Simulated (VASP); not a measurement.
# HfN (P6_3/mmc) in VASP: further runs, part 2 of 2

VASP 6.6.1. Earlier steps stand in the parts before.

## (3) Single point, PBEsol

INCAR reads:

```
PREC = Accurate ; ENCUT = 520
EDIFF = 1E-6 ; ISMEAR = 1
SIGMA = 0.05 ; LREAL = False
LASPH = True ; NELM = 100
ALGO = Normal ; ISIF = 2
LWAVE = False ; LCHARG = True
GGA = PS ; LELF = True
LVHAR = True ; NBANDS = 23
```

KPOINTS reads:

```
Automatic mesh
0
Gamma
  8 8 4
```

POSCAR reads:

```
HfN
1.0
    3.1339080000      0.0000000000      0.0000000000
   -1.5669540000      2.7140439411      0.0000000000
    0.0000000000      0.0000000000      5.4167680000
Hf N
2 2
Direct
    0.6666666667      0.3333333333      0.7500000000
    0.3333333333      0.6666666667      0.2500000000
    0.0000000000      0.0000000000      0.0000000000
    0.0000000000      0.0000000000      0.5000000000
```

Potentials or basis: VASP PAW PBE potentials, release 64 (Hf_pv, N).

Command:

```console
$ cat potpaw_PBE.64/Hf_pv/POTCAR potpaw_PBE.64/N/POTCAR > POTCAR
$ mpirun -np 1 vasp_std > vasp.out
```

OUTCAR:

```text
PREC = Accurate
   ENCUT = 520
   EDIFF = 1E-6
   ISMEAR = 1
   LREAL = False
   LASPH = True
   NELM = 100
   ISIF = 2
   GGA = PS

 ion  position               nearest neighbor table
   1  0.667  0.333  0.750-   3 2.26   4 2.26   3 2.26   4 2.26   3 2.26   4 2.26   2 3.26   2 3.26
                             2 3.26   2 3.26   2 3.26   2 3.26
   2  0.333  0.667  0.250-   3 2.26   4 2.26   3 2.26   4 2.26   3 2.26   4 2.26   1 3.26   1 3.26
                             1 3.26   1 3.26   1 3.26   1 3.26
   3  0.000  0.000  0.000-   1 2.26   2 2.26   2 2.26   1 2.26   1 2.26   2 2.26
   4  0.000  0.000  0.500-   1 2.26   2 2.26   2 2.26   1 2.26   1 2.26   2 2.26

  LATTYP: Found a hexagonal cell.
 ALAT       =     3.1339080000
 C/A-ratio  =     1.7284387417

  Lattice vectors:

 A1 = (   3.1339080000,   0.0000000000,   0.0000000000)
 A2 = (  -1.5669540000,   2.7140439411,   0.0000000000)
 A3 = (   0.0000000000,   0.0000000000,   5.4167680000)

Analysis of symmetry for initial positions (statically):
=====================================================================
 Subroutine PRICEL returns:
 Original cell was already a primitive cell.

 Routine SETGRP: Setting up the symmetry group for a
 hexagonal supercell.

 Subroutine GETGRP returns: Found 24 space group operations
 (whereof 12 operations were pure point group operations)
 out of a pool of 24 trial point group operations.

The static configuration has the point symmetry D_3d.
 The point group associated with its full space group is D_6h.

Analysis of symmetry for dynamics (positions and initial velocities):
=====================================================================
 Subroutine PRICEL returns:
 Original cell was already a primitive cell.

 Routine SETGRP: Setting up the symmetry group for a
 hexagonal supercell.

 Subroutine GETGRP returns: Found 24 space group operations
 (whereof 12 operations were pure point group operations)
 out of a pool of 24 trial point group operations.

The dynamic configuration has the point symmetry D_3d.
 The point group associated with its full space group is D_6h.

 Subroutine INISYM returns: Found 24 space group operations
 (whereof 12 operations are pure point group operations),
 and found     1 'primitive' translations

----------------------------------------------------------------------------------------

                                     Primitive cell

  volume of cell :      46.0727

  direct lattice vectors                    reciprocal lattice vectors
     3.133908000  0.000000000  0.000000000     0.319090414  0.184226936  0.000000000
    -1.566954000  2.714043941  0.000000000     0.000000000  0.368453872  0.000000000
     0.000000000  0.000000000  5.416768000     0.000000000  0.000000000  0.184611931

  length of vectors
     3.133908000  3.133908000  5.416768000     0.368453872  0.368453872  0.184611931

  position of ions in fractional coordinates (direct lattice)
     0.666666667  0.333333333  0.750000000
     0.333333333  0.666666667  0.250000000
     0.000000000  0.000000000  0.000000000
     0.000000000  0.000000000  0.500000000

  ion indices of the primitive-cell ions
   primitive index   ion index
                 1           1
                 2           2
                 3           3
                 4           4

----------------------------------------------------------------------------------------

 KPOINTS: Automatic mesh

Automatic generation of k-mesh.
 Grid dimensions read from file:
 generate k-points for:    8    8    4

 Generating k-lattice:

  Cartesian coordinates                     Fractional coordinates (reciprocal lattice)
     0.039886302  0.023028367  0.000000000     0.125000000  0.000000000  0.000000000
     0.000000000  0.046056734  0.000000000     0.000000000  0.125000000  0.000000000
     0.000000000  0.000000000  0.046152983     0.000000000  0.000000000  0.250000000

  Length of vectors
     0.046056734  0.046056734  0.046152983

  Shift w.r.t. Gamma in fractional coordinates (k-lattice)
     0.000000000  0.000000000  0.000000000

 Subroutine IBZKPT returns following result:
 ===========================================

 Found     30 irreducible k-points:

 Following reciprocal coordinates:
            Coordinates               Weight
  0.000000  0.000000  0.000000      1.000000
  0.125000  0.000000  0.000000      6.000000
  0.250000  0.000000  0.000000      6.000000
  0.375000 -0.000000  0.000000      6.000000
  0.500000  0.000000  0.000000      3.000000
  0.125000  0.125000  0.000000      6.000000
[... 16 lines left out ...]
  0.250000  0.000000  0.500000      6.000000
  0.375000 -0.000000  0.500000      6.000000
 [... further k-points ...]
   k-points           NKPTS =     30   k-points in BZ     NKDIM =     30   number of bands    NBANDS=     23
   number of dos      NEDOS =    301   number of ions     NIONS =      4
   total plane-waves  NPLWV =  23040
   dimension x,y,z NGX =    24 NGY =   24 NGZ =   40
   dimension x,y,z NGXF=    48 NGYF=   48 NGZF=   80
   ions per type =               2   2
   NGX,Y,Z   is equivalent  to a cutoff of  12.73, 12.73, 12.28 a.u.
   NGXF,Y,Z  is equivalent  to a cutoff of  25.46, 25.46, 24.55 a.u.
 SYSTEM =  unknown system
   PREC   = accura    normal or accurate (medium, high low for compatibility)
   ISTART =      0    job   : 0-new  1-cont  2-samecut
   ICHARG =      2    charge: 1-file 2-atom 10-const
   ISPIN  =      1    spin polarized calculation?
   LNONCOLLINEAR =      F non collinear calculations
   LSORBIT =      F    spin-orbit coupling
   LASPH  =      T    aspherical Exc in radial PAW
   ENCUT  =  520.0 eV  38.22 Ry    6.18 a.u.   5.83  5.83 10.07*2*pi/ulx,y,z
   NELM   =    100;   NELMIN=  2; NELMDL= -5     # of ELM steps
   EDIFF  = 0.1E-05   stopping-criterion for ELM
   LREAL  =      F    real-space projection
   EDIFFG = 0.1E-04   stopping-criterion for IOM
   NSW    =      0    number of steps for IOM
   IBRION =     -1    ionic relax: 0-MD 1-quasi-New 2-CG
   NFREE  =      0    steps in history (QN), initial steepest desc. (CG)
   ISIF   =      2    stress and relaxation
   ISYM   =      2    0-nonsym 1-usesym 2-fastsym
   POTIM  = 0.5000    time-step for ionic-motion
   TEBEG  =    0.0;   TEEND  =   0.0 temperature during run
   PSTRESS=    0.0 pullay stress
   NELECT =      30.0000    total number of electrons
   NUPDOWN=      -1.0000    fix difference up-down
   EMIN   =  10.00;   EMAX   =-10.00  energy-range for DOS
   EFERMI =   0.00;   METHOD = LEGACY
   ISMEAR =     1;   SIGMA  =   0.05  broadening in eV -4-tet -1-fermi 0-gaus
   EFERMI_NEDOS =   21; number of points for ismear=-14 and -15
   IALGO  =     38    algorithm
   IMIX   =      4    mixing-type and parameters
     AMIX     =   0.40;   BMIX     =  1.00
     AMIX_MAG =   1.60;   BMIX_MAG =  1.00
  volume/ion in A,a.u.               =      11.52        77.73
  Fermi-wavevector in a.u.,A,eV,Ry     =   1.418951  2.681429 27.394277  2.013423
  Thomas-Fermi vector in A             =   2.540023
   LORBIT       =      0    0 simple, 1 ext, 2 COOP (PROOUT), +10 PAW based schemes
   GGA     = PS    functional components
   LHFCALC =     F    Hartree Fock is set to
   AEXX    =    0.0000 exact exchange contribution
   IVDW    =     0    specifies the selected vdW correction
   LEPSILON=     F    determine dielectric tensor
   LRPA    =     F    only Hartree local field effects (RPA)
 non-spin polarized calculation
 Methfessel and Paxton  Order N= 1 SIGMA  =   0.05
  energy-cutoff  :      520.00
  volume of cell :       46.07
 maximum number of plane-waves:      1275
 NGX is ok and might be reduce to    24
   NGX = 11   NGY = 11   NGZ = 21

 number of electron      30.0000001 magnetization

 Free energy of the ion-electron system (eV)
  ---------------------------------------------------
  ext. energy  EPLUGINS =         0.00000000
  ---------------------------------------------------
  free energy    TOTEN  =       -45.82494858 eV

  energy without entropy =      -45.82349153  energy(sigma->0) =      -45.82446290

 E-fermi :   7.5846     XC(G=0): -12.9046

 val. band max:        7.5628764111   @ k =   0.3750   0.1250   0.5000
 cond. band min:       7.5944798443   @ k =   0.1250   0.0000   0.0000
 fundamental gap:      0.0316034331
 Fermi energy:         7.5846109662

 k-point     1 :       0.0000    0.0000    0.0000
  band No.  band energies     occupation
      1     -23.8869      2.00000
      2     -23.0164      2.00000
      3     -22.9181      2.00000
      4     -22.9181      2.00000
      5     -22.8565      2.00000
      6     -22.8565      2.00000
[... 613 lines left out ...]
     22      13.2377      0.00000
     23      14.9900      0.00000

 [... further k-points ...]
[... 5 lines left out ...]
  --------------------------------------------------------------------------------------
  -------------------------------------------------------------------------------------
  Total       -1.1243663     -1.1243663     -1.2715143      0.0000000     -0.0000000      0.0000000
  in kB      -39.0998456    -39.0998456    -44.2169191      0.0000000     -0.0000000      0.0000000
  external PRESSURE =     -40.8055368 kB  Pullay stress =       0.0000000 kB

 VOLUME and BASIS-vectors are now :
 -----------------------------------------------------------------------------
  energy-cutoff  :      520.00
  volume of cell :       46.07
      direct lattice vectors                 reciprocal lattice vectors
     3.133908000  0.000000000  0.000000000     0.319090414  0.184226936  0.000000000
    -1.566954000  2.714043941  0.000000000     0.000000000  0.368453872  0.000000000
     0.000000000  0.000000000  5.416768000     0.000000000  0.000000000  0.184611931

 POSITION                                       TOTAL-FORCE (eV/Angst)
 -----------------------------------------------------------------------------------
      1.56695      0.90468      4.06258        -0.000000     -0.000000      0.000000
     -0.00000      1.80936      1.35419         0.000000     -0.000000      0.000000
      0.00000      0.00000      0.00000        -0.000000      0.000000      0.000000
      0.00000      0.00000      2.70838        -0.000000      0.000000      0.000000
 -----------------------------------------------------------------------------------
    total drift:                               -0.000000      0.000000     -0.000000

  FREE ENERGIE OF THE ION-ELECTRON SYSTEM (eV)
  ---------------------------------------------------
  free  energy   TOTEN  =       -45.8249485822 eV

  energy  without entropy=      -45.8234915295  energy(sigma->0) =      -45.82446290
```

Run time: 23 s. Hardware: 1 thread of Intel Xeon 6975P-C, shared host; peak memory 0.17 GiB.

What came out:

```
Free energy            : -45.8249 eV
Pressure               : -4.1 GPa
Band gap on the k mesh : zero (band 15 reaches 9.62 eV, above the bottom of band 16 at 7.31 eV)
```

Stress tensor (GPa, compression positive):
```
-3.91  0.00  0.00
 0.00 -3.91  0.00
 0.00  0.00 -4.42
```

Levels at points of the mesh, in eV from the Fermi level:
```
           k point  band 11  band 12  band 13  band 14  band 15  band 16  band 17  band 18  band 19  band 20
(0.00, 0.00, 0.00)    -4.55    -3.40    -3.40    -1.53    -0.46     0.88     0.88     1.23     2.01     2.01
(0.50, 0.00, 0.00)    -5.60    -5.30    -3.07    -2.64    -2.23     2.63     2.91     4.62     4.83     5.68
(0.00, 0.00, 0.50)    -4.20    -4.20    -4.20    -4.20     2.03     2.03     3.07     3.07     3.07     3.07
(0.50, 0.00, 0.50)    -5.30    -5.30    -4.29    -4.29    -0.10    -0.10     4.91     4.91     4.98     4.98
```

Caveat: the PAW data sets were made with another functional, which shifts forces and pressure a little; spin-orbit coupling is left out, which moves the levels of the heavy elements.
